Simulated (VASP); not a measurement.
# AlNi (C2/m) in VASP: a series of runs, part 2 of 2

VASP 6.6.1. Earlier steps stand in the parts before.

## 3. Single point, PBEsol, collinear spin, ferromagnetic start

The input, INCAR:

```
SYSTEM = AlNi
ALGO = Normal ; EDIFF = 1E-7
ENCUT = 520 ; GGA = PS
ISIF = 2 ; ISMEAR = -1
ISPIN = 2 ; LASPH = .True.
LCHARG = .False. ; LMAXMIX = 4
LORBIT = 11 ; LREAL = .False.
LWAVE = .False. ; MAGMOM = 1 0
NBANDS = 18 ; NELM = 150
PREC = Accurate ; SIGMA = 0.05
```

The input, KPOINTS:

```
k-points
0
Gamma
  11 11 7
  0 0 0
```

The input, POSCAR:

```
AlNi
1.0
    2.2695869046     -1.3758306623      0.0000000000
    2.2695869046      1.3758306623      0.0000000000
   -1.3381183338      0.0000000000      3.8283878136
Ni Al
1 1
Direct
    0.5000000000      0.5000000000      0.5000000000
    0.0000000000      0.0000000000      0.0000000000
```

Potentials or basis: VASP PAW PBE potentials, release 64 (Ni, Al).

Started as:

```console
> cat potpaw_PBE.64/Ni/POTCAR potpaw_PBE.64/Al/POTCAR > POTCAR
> mpirun -np 1 vasp_std > vasp.out
```

OUTCAR:

```text
SYSTEM = AlNi
   EDIFF = 1E-7
   ENCUT = 520
   GGA = PS
   ISIF = 2
   ISMEAR = -1
   ISPIN = 2
   LASPH = .True.
   LORBIT = 11
   LREAL = .False.
   NELM = 150
   PREC = Accurate

 ion  position               nearest neighbor table
   1  0.500  0.500  0.500-   2 2.45   2 2.45   2 2.45   2 2.45   2 2.50   2 2.50
   2  0.000  0.000  0.000-   1 2.45   1 2.45   1 2.45   1 2.45   1 2.50   1 2.50

  LATTYP: Found a base centered monoclinic cell.
 ALAT       =     4.5391738092
 B/A-ratio  =     0.6062031198
 C/A-ratio  =     0.8934454424
 COS(beta)  =    -0.3299511685

  Lattice vectors:

 A1 = (   2.2695869046,  -1.3758306623,   0.0000000000)
 A2 = (   2.2695869046,   1.3758306623,   0.0000000000)
 A3 = (  -1.3381183338,   0.0000000000,   3.8283878136)

Analysis of symmetry for initial positions (statically):
=====================================================================
 Subroutine PRICEL returns:
 Original cell was already a primitive cell.

 Routine SETGRP: Setting up the symmetry group for a
 base centered monoclinic supercell.

 Subroutine GETGRP returns: Found  4 space group operations
 (whereof  4 operations were pure point group operations)
 out of a pool of  4 trial point group operations.

The static configuration has the point symmetry C_2h.

Analysis of symmetry for dynamics (positions and initial velocities):
=====================================================================
 Subroutine PRICEL returns:
 Original cell was already a primitive cell.

 Routine SETGRP: Setting up the symmetry group for a
 base centered monoclinic supercell.

 Subroutine GETGRP returns: Found  4 space group operations
 (whereof  4 operations were pure point group operations)
 out of a pool of  4 trial point group operations.

The dynamic configuration has the point symmetry C_2h.

Analysis of structural, dynamic, and magnetic symmetry:
=====================================================================
 Subroutine PRICEL returns:
 Original cell was already a primitive cell.

 Routine SETGRP: Setting up the symmetry group for a
 base centered monoclinic supercell.

 Subroutine GETGRP returns: Found  4 space group operations
 (whereof  4 operations were pure point group operations)
 out of a pool of  4 trial point group operations.

The overall configuration has the point symmetry C_2h.

 Subroutine INISYM returns: Found  4 space group operations
 (whereof  4 operations are pure point group operations),
 and found     1 'primitive' translations

----------------------------------------------------------------------------------------

                                     Primitive cell

  volume of cell :      23.9088

  direct lattice vectors                    reciprocal lattice vectors
     2.269586905 -1.375830662  0.000000000     0.220304408 -0.363416817  0.077001961
     2.269586905  1.375830662  0.000000000     0.220304408  0.363416817  0.077001961
    -1.338118334  0.000000000  3.828387814     0.000000000  0.000000000  0.261206557

  length of vectors
     2.654041207  2.654041207  4.055504152     0.431897114  0.431897114  0.261206557

  position of ions in fractional coordinates (direct lattice)
     0.500000000  0.500000000  0.500000000
[... 60 lines left out ...]
   k-points           NKPTS =    234   k-points in BZ     NKDIM =    234   number of bands    NBANDS=     18
   number of dos      NEDOS =    301   number of ions     NIONS =      2
   total plane-waves  NPLWV =  12000
   dimension x,y,z NGX =    20 NGY =   20 NGZ =   30
   dimension x,y,z NGXF=    40 NGYF=   40 NGZF=   60
   ions per type =               1   1
   NGX,Y,Z   is equivalent  to a cutoff of  12.53, 12.53, 12.30 a.u.
   NGXF,Y,Z  is equivalent  to a cutoff of  25.06, 25.06, 24.60 a.u.
 SYSTEM =  AlNi
   PREC   = accura    normal or accurate (medium, high low for compatibility)
   ISTART =      0    job   : 0-new  1-cont  2-samecut
   ICHARG =      2    charge: 1-file 2-atom 10-const
   ISPIN  =      2    spin polarized calculation?
   LNONCOLLINEAR =      F non collinear calculations
   LSORBIT =      F    spin-orbit coupling
   LASPH  =      T    aspherical Exc in radial PAW
   ENCUT  =  520.0 eV  38.22 Ry    6.18 a.u.   4.93  4.93  7.54*2*pi/ulx,y,z
   NELM   =    150;   NELMIN=  2; NELMDL= -5     # of ELM steps
   EDIFF  = 0.1E-06   stopping-criterion for ELM
   LREAL  =      F    real-space projection
   EDIFFG = 0.1E-05   stopping-criterion for IOM
   NSW    =      0    number of steps for IOM
   IBRION =     -1    ionic relax: 0-MD 1-quasi-New 2-CG
   NFREE  =      0    steps in history (QN), initial steepest desc. (CG)
   ISIF   =      2    stress and relaxation
   ISYM   =      2    0-nonsym 1-usesym 2-fastsym
   POTIM  = 0.5000    time-step for ionic-motion
   TEBEG  =    0.0;   TEEND  =   0.0 temperature during run
   PSTRESS=    0.0 pullay stress
   NELECT =      13.0000    total number of electrons
   NUPDOWN=      -1.0000    fix difference up-down
   EMIN   =  10.00;   EMAX   =-10.00  energy-range for DOS
[... 5 lines left out ...]
     AMIX     =   0.40;   BMIX     =  1.00
     AMIX_MAG =   1.60;   BMIX_MAG =  1.00
  volume/ion in A,a.u.               =      11.95        80.67
  Fermi-wavevector in a.u.,A,eV,Ry     =   1.336196  2.525044 24.292096  1.785419
  Thomas-Fermi vector in A             =   2.464841
   LORBIT       =     11    0 simple, 1 ext, 2 COOP (PROOUT), +10 PAW based schemes
   GGA     = PS    functional components
   LHFCALC =     F    Hartree Fock is set to
   AEXX    =    0.0000 exact exchange contribution
   IVDW    =     0    specifies the selected vdW correction
   LEPSILON=     F    determine dielectric tensor
   LRPA    =     F    only Hartree local field effects (RPA)
 spin polarized calculation
  energy-cutoff  :      520.00
  volume of cell :       23.91
 maximum number of plane-waves:       659
   NGX =  9   NGY =  9   NGZ = 15

 number of electron      12.9999999 magnetization      -0.0022341

 number of electron      12.9999999 magnetization       0.0000421

 Free energy of the ion-electron system (eV)
  ---------------------------------------------------
  ext. energy  EPLUGINS =         0.00000000
  ---------------------------------------------------
  free energy    TOTEN  =       -11.04718195 eV

  energy without entropy =      -11.03993533  energy(sigma->0) =      -11.04355864

 E-fermi :   9.7388     XC(G=0): -12.1650

 val. band max:        9.7262215063   @ k =   0.4545   0.1818   0.4286
 cond. band min:       9.7527040655   @ k =   0.3636   0.2727   0.0000
 fundamental gap:      0.0264825592
 Fermi energy:         9.7388276587

 spin component 1

 k-point     1 :       0.0000    0.0000    0.0000
  band No.  band energies     occupation
      1      -1.3997      1.00000
      2       5.9257      1.00000
      3       7.7816      1.00000
      4       7.9803      1.00000
      5       8.1018      1.00000
      6       8.2957      1.00000
[... 493 lines left out ...]
     17      34.3783      0.00000
     18      35.1934      0.00000

 [... further k-points ...]

 spin component 2

 k-point     1 :       0.0000    0.0000    0.0000
  band No.  band energies     occupation
      1      -1.3997      1.00000
      2       5.9257      1.00000
      3       7.7816      1.00000
      4       7.9804      1.00000
      5       8.1018      1.00000
      6       8.2957      1.00000
[... 493 lines left out ...]
     17      34.3783      0.00000
     18      35.1934      0.00000

 [... further k-points ...]
[... 5 lines left out ...]
  --------------------------------------------------------------------------------------
  -------------------------------------------------------------------------------------
  Total        0.6305917      0.3129968      0.6043280      0.0000000      0.0000000     -0.1030931
  in kB       42.2572369     20.9745564     40.4972516      0.0000000      0.0000000     -6.9084783
  external PRESSURE =      34.5763483 kB  Pullay stress =       0.0000000 kB

 VOLUME and BASIS-vectors are now :
 -----------------------------------------------------------------------------
  energy-cutoff  :      520.00
  volume of cell :       23.91
      direct lattice vectors                 reciprocal lattice vectors
     2.269586905 -1.375830662  0.000000000     0.220304408 -0.363416817  0.077001961
     2.269586905  1.375830662  0.000000000     0.220304408  0.363416817  0.077001961
    -1.338118334  0.000000000  3.828387814     0.000000000  0.000000000  0.261206557

 POSITION                                       TOTAL-FORCE (eV/Angst)
 -----------------------------------------------------------------------------------
      1.60053      0.00000      1.91419        -0.000000      0.000000      0.000000
      0.00000      0.00000      0.00000         0.000000     -0.000000      0.000000
 -----------------------------------------------------------------------------------
    total drift:                                0.000000      0.000000      0.000000

  FREE ENERGIE OF THE ION-ELECTRON SYSTEM (eV)
  ---------------------------------------------------
  free  energy   TOTEN  =       -11.0471819508 eV

  energy  without entropy=      -11.0399353257  energy(sigma->0) =      -11.04355864

 total charge

# of ion       s       p       d       tot
------------------------------------------
    1        0.474   0.519   8.439   9.433
    2        0.417   0.429   0.000   0.845
--------------------------------------------------
tot          0.891   0.948   8.439  10.278

 magnetization (x)

# of ion       s       p       d       tot
------------------------------------------
    1       -0.000  -0.000  -0.000  -0.000
    2        0.000   0.000   0.000   0.000
--------------------------------------------------
tot         -0.000   0.000  -0.000  -0.000
```

It took 2.2 min on 1 thread of Intel Xeon 6975P-C, shared host; peak memory 0.27 GiB.

What came out:

| Item | Value |
| --- | --- |
| Free energy | -11.0472 eV |
| Pressure | 3.5 GPa |
| Net moment | 0.00 μB per cell |
| Valence electrons inside the program's atomic spheres | Ni 9.43; Al 0.84 |

Levels at points of the mesh, in eV from the Fermi level:
Spin up:
```
           k point  band 5  band 6  band 7  band 8  band 9  band 10
(0.00, 0.00, 0.00)   -1.64   -1.44   -1.30    2.85   13.86    14.42
```
Spin down:
| k point | band 4 | band 5 | band 6 | band 7 | band 8 | band 9 | band 10 | band 11 |
| --- | --- | --- | --- | --- | --- | --- | --- | --- |
| (0.00, 0.00, 0.00) | -1.76 | -1.64 | -1.44 | -1.30 | 2.85 | 13.87 | 14.42 | 15.34 |

Caveat: the PAW data sets were made with another functional, which shifts forces and pressure a little.

## 4. Single point, PBE, collinear spin, ferromagnetic start

The input, INCAR:

```
SYSTEM = AlNi
ALGO     = Fast           ! electronic algorithm
EDIFF    = 1E-7           ! SCF threshold, eV
ENCUT    = 520            ! plane-wave cutoff, eV
GGA      = PE             ! functional
ISIF     = 2              ! what is computed and relaxed
ISMEAR   = -1             ! smearing method
ISPIN    = 2              ! spin polarisation
LASPH    = .True.         ! aspherical terms in the spheres
LCHARG   = .False.        ! write CHGCAR
LMAXMIX  = 4              ! l up to which the mixer works
LORBIT   = 11             ! projections on sites
LREAL    = .False.        ! projectors in reciprocal space
LWAVE    = .False.        ! write WAVECAR
MAGMOM   = 1 0            ! initial moments
NBANDS   = 18             ! bands
NELM     = 150            ! most SCF steps
PREC     = Accurate       ! precision mode
SIGMA    = 0.05           ! smearing width, eV
```

KPOINTS is that of step 3.

POSCAR is that of step 3.

Potentials or basis: VASP PAW PBE potentials, release 64 (Ni, Al).

Started as:

```console
> cat potpaw_PBE.64/Ni/POTCAR potpaw_PBE.64/Al/POTCAR > POTCAR
> mpirun -np 1 vasp_std > vasp.out
```

OUTCAR:

```text
SYSTEM = AlNi
   EDIFF = 1E-7
   ENCUT = 520
   GGA = PE
   ISIF = 2
   ISMEAR = -1
   ISPIN = 2
   LASPH = .True.
   LORBIT = 11
   LREAL = .False.
   NELM = 150
   PREC = Accurate

 ion  position               nearest neighbor table
   1  0.500  0.500  0.500-   2 2.45   2 2.45   2 2.45   2 2.45   2 2.50   2 2.50
   2  0.000  0.000  0.000-   1 2.45   1 2.45   1 2.45   1 2.45   1 2.50   1 2.50

  LATTYP: Found a base centered monoclinic cell.
 ALAT       =     4.5391738092
 B/A-ratio  =     0.6062031198
 C/A-ratio  =     0.8934454424
 COS(beta)  =    -0.3299511685

  Lattice vectors:

 A1 = (   2.2695869046,  -1.3758306623,   0.0000000000)
 A2 = (   2.2695869046,   1.3758306623,   0.0000000000)
 A3 = (  -1.3381183338,   0.0000000000,   3.8283878136)

Analysis of symmetry for initial positions (statically):
=====================================================================
 Subroutine PRICEL returns:
 Original cell was already a primitive cell.

 Routine SETGRP: Setting up the symmetry group for a
 base centered monoclinic supercell.

 Subroutine GETGRP returns: Found  4 space group operations
 (whereof  4 operations were pure point group operations)
 out of a pool of  4 trial point group operations.

[... 700 lines left out ...]
      4       8.1047      1.00000
      5       8.2317      1.00000
      6       8.4176      1.00000
[... 493 lines left out ...]
     17      34.5321      0.00000
     18      35.3544      0.00000

 [... further k-points ...]
[... 5 lines left out ...]
  --------------------------------------------------------------------------------------
  -------------------------------------------------------------------------------------
  Total        1.3685057      1.0525089      1.4655142      0.0000000      0.0000000     -0.1018182
  in kB       91.7063623     70.5307719     98.2071010      0.0000000      0.0000000     -6.8230440
  external PRESSURE =      86.8147451 kB  Pullay stress =       0.0000000 kB

 VOLUME and BASIS-vectors are now :
 -----------------------------------------------------------------------------
  energy-cutoff  :      520.00
  volume of cell :       23.91
      direct lattice vectors                 reciprocal lattice vectors
     2.269586905 -1.375830662  0.000000000     0.220304408 -0.363416817  0.077001961
     2.269586905  1.375830662  0.000000000     0.220304408  0.363416817  0.077001961
    -1.338118334  0.000000000  3.828387814     0.000000000  0.000000000  0.261206557

 POSITION                                       TOTAL-FORCE (eV/Angst)
 -----------------------------------------------------------------------------------
      1.60053      0.00000      1.91419        -0.000000     -0.000000      0.000000
      0.00000      0.00000      0.00000         0.000000      0.000000      0.000000
 -----------------------------------------------------------------------------------
    total drift:                                0.000000      0.000000      0.000000

  FREE ENERGIE OF THE ION-ELECTRON SYSTEM (eV)
  ---------------------------------------------------
  free  energy   TOTEN  =       -10.0092954958 eV

  energy  without entropy=      -10.0020511682  energy(sigma->0) =      -10.00567333

 total charge

# of ion       s       p       d       tot
------------------------------------------
    1        0.471   0.515   8.437   9.422
    2        0.418   0.430   0.000   0.847
--------------------------------------------------
tot          0.888   0.944   8.437  10.270

 magnetization (x)

# of ion       s       p       d       tot
------------------------------------------
    1       -0.000  -0.000   0.000   0.000
    2        0.000  -0.000   0.000  -0.000
--------------------------------------------------
tot         -0.000  -0.000   0.000   0.000
```

OSZICAR:

```text
N       E                     dE             d eps       ncg     rms          rms(c)
DAV:   1     0.445749404831E+02    0.44575E+02   -0.52632E+03 17348   0.789E+02
DAV:   2    -0.914042026499E+01   -0.53715E+02   -0.47162E+02 18136   0.161E+02
DAV:   3    -0.117091868238E+02   -0.25688E+01   -0.25079E+01 20240   0.360E+01
DAV:   4    -0.117431466461E+02   -0.33960E-01   -0.33933E-01 20088   0.367E+00
DAV:   5    -0.117439281206E+02   -0.78147E-03   -0.78141E-03 20288   0.610E-01    0.141E+01
RMM:   6    -0.159404204886E+02   -0.41965E+01   -0.14287E+01 21810   0.378E+01    0.226E+01
RMM:   7    -0.101372928103E+02    0.58031E+01   -0.35380E+00 20427   0.179E+01    0.260E+00
RMM:   8    -0.100240309414E+02    0.11326E+00   -0.19047E-01 19602   0.393E+00    0.985E-01
RMM:   9    -0.100109617274E+02    0.13069E-01   -0.17289E-02 20061   0.755E-01    0.568E-01
RMM:  10    -0.100094662081E+02    0.14955E-02   -0.18120E-03 23068   0.394E-01    0.212E-01
RMM:  11    -0.100093250688E+02    0.14114E-03   -0.32281E-04 24468   0.114E-01    0.104E-01
RMM:  12    -0.100092903115E+02    0.34757E-04   -0.89789E-05 25352   0.696E-02    0.592E-02
RMM:  13    -0.100092953021E+02   -0.49905E-05   -0.22282E-05 26258   0.287E-02    0.312E-02
RMM:  14    -0.100092959521E+02   -0.65001E-06   -0.49375E-06 24241   0.126E-02    0.931E-03
RMM:  15    -0.100092954147E+02    0.53738E-06   -0.12122E-06 22000   0.803E-03    0.319E-03
RMM:  16    -0.100092954958E+02   -0.81089E-07   -0.35518E-07 20421   0.305E-03
   1 F= -.10009295E+02 E0= -.10005673E+02  d E =-.724433E-02  mag=    -0.0000
```

Wall time 88 s (1 thread of Intel Xeon 6975P-C (Granite Rapids), shared host); peak memory 0.26 GiB.

Results:

```yaml
Free_energy: -10.0093 eV
Pressure: 8.7 GPa
Net_moment: 0.00 μB per cell
Valence_electrons_inside_the_program's_atomic_spheres: Ni 9.42; Al 0.85
```

Stress tensor (GPa, compression positive):
```
 9.17  0.00 -0.68
 0.00  7.05  0.00
-0.68  0.00  9.82
```

Levels at points of the mesh, in eV from the Fermi level:
Spin up:
```tsv
k point	band 3	band 4	band 5	band 6	band 7	band 8	band 9	band 10	band 11	band 12
(0.00, 0.00, 0.00)	-1.95	-1.76	-1.63	-1.45	-1.31	2.86	13.87	14.43	15.34	15.47
```
Spin down:
| k point | band 4 | band 5 | band 6 | band 7 | band 8 | band 9 | band 10 | band 11 |
| --- | --- | --- | --- | --- | --- | --- | --- | --- |
| (0.00, 0.00, 0.00) | -1.76 | -1.63 | -1.45 | -1.31 | 2.86 | 13.87 | 14.43 | 15.34 |

## 5. The runs side by side

| level | potentials or basis | gap on the mesh (eV) | pressure (GPa) | moment (μB) |
| --- | --- | --- | --- | --- |
| LDA | VASP PAW LDA potentials, release 64 (Ni, Al) | none | -1.4 | 0.00 |
| PBEsol | VASP PAW PBE potentials, release 64 (Ni, Al) | none | 3.5 | 0.00 |
| PBE | VASP PAW PBE potentials, release 64 (Ni, Al) | none | 8.7 | 0.00 |

Alike in all rows: task single point; spin collinear, ferromagnetic start; cell as given; k mesh 11 × 11 × 7; cutoff (eV) 520; smearing fermi-dirac 0.05 eV.

Caveats: the PAW data sets were made with another functional, which shifts forces and pressure a little (some runs).

Total energies depend on the potentials used, so only differences within one code and one set of settings carry meaning.
